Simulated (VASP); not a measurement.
## Sn: vibrations by perturbation theory with PBEsol

Crystal: Sn.

```
Sn
1.0
    -2.79059    2.79059    1.50242
     2.79059   -2.79059    1.50242
     2.79059    2.79059   -1.50242
Sn
2
Direct
  0.00000 0.00000 0.00000
  0.75000 0.25000 0.50000
```

- Program: VASP 6.6.1
- Task: vibrations by perturbation theory
- Functional: PBEsol
- Potentials or basis: VASP PAW PBE potentials, release 64 (Sn_d)
- Cutoff: 520 eV
- k mesh: 16 × 16 × 16
- Occupations: fermi-dirac, width 0.1 eV
- Spin: no spin polarisation
- Dipole correction: no
- Further INCAR settings: ALGO = Fast; EDIFF = 1e-08; NBANDS = 21; IBRION = 8; NSW = 1

| Property | Result |
| --- | --- |
| Highest phonon frequency at Γ | 174 cm⁻¹ |

Phonon frequencies in cm⁻¹ (negative: imaginary):
| q point | frequencies |
| --- | --- |
| (0.000, 0.000, 0.000) | 0 0 0 52 174 174 |

It took 48 min on 1 thread of Oxide Virtual Turin-like Processor (shared host), peak memory 1.8 GiB.

Caveat: the cell stands under pressure or tension, which shifts response properties.
